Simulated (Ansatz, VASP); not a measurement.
# ZrO2: VASP beside Ansatz

Contents of INCAR:

```
  PREC = Accurate
  ENCUT = 600
  EDIFF = 1E-6
  ISMEAR = 0
  SIGMA = 0.01
  LREAL = False
  LASPH = True
  NELM = 120
  ALGO = Normal
  ISIF = 2
  LWAVE = False
  LCHARG = True
  GGA = PE
  LELF = True
  LVHAR = True
  NBANDS = 19
  GGA_COMPAT = False
```

KPOINTS

```
Automatic mesh
0
Gamma
  5 5 5
```

The input POSCAR:

```
ZrO2
1.0
    0.0000000000      2.5350000000      2.5350000000
    2.5350000000      0.0000000000      2.5350000000
    2.5350000000      2.5350000000      0.0000000000
Zr O
1 2
Direct
    0.0000000000      0.0000000000      0.0000000000
    0.2500000000      0.2500000000      0.2500000000
    0.7500000000      0.7500000000      0.7500000000
```

Input for Ansatz:

```yaml
crystal:
  lattice:
    - [0.0, 2.535, 2.535]
    - [2.535, 0.0, 2.535]
    - [2.535, 2.535, 0.0]
  atoms:
    - { symbol: Zr, position: [0.0, 0.0, 0.0] }
    - { symbol: O, position: [0.25, 0.25, 0.25] }
    - { symbol: O, position: [0.75, 0.75, 0.75] }
basis:
  ecutwfc: 557.833418042754
kpoints:
  mp_grid:
    grid: [5, 5, 5]
hamiltonian:
  xc: pbe
scf:
  occupations:
    method: fixed
  mixing:
    beta: 0.1
output:
  eigenvalues: true
```

Alike in both runs: task single point; functional PBE; k mesh 5 × 5 × 5; no spin polarisation.

|  | VASP | Ansatz |
| --- | --- | --- |
| version | VASP 6.6.1 | Ansatz 0.2.0 |
| potentials or method | VASP PAW PBE potentials, release 64 (Zr_sv, O), cutoff 600 eV | plane waves, PAW |
| occupations | gaussian, width 0.01 eV | fixed |
| valence electrons in the cell | 24 | 24 |

Ansatz gave:

| Item | Value |
| --- | --- |
| gap on the k mesh at the Fermi level (eV) | 3.59 |

Question: Which values does VASP return?

Answer: gap on the k mesh at the Fermi level (eV): 3.58.

The k mesh is coarse, so the values compare programs but aren't converged.
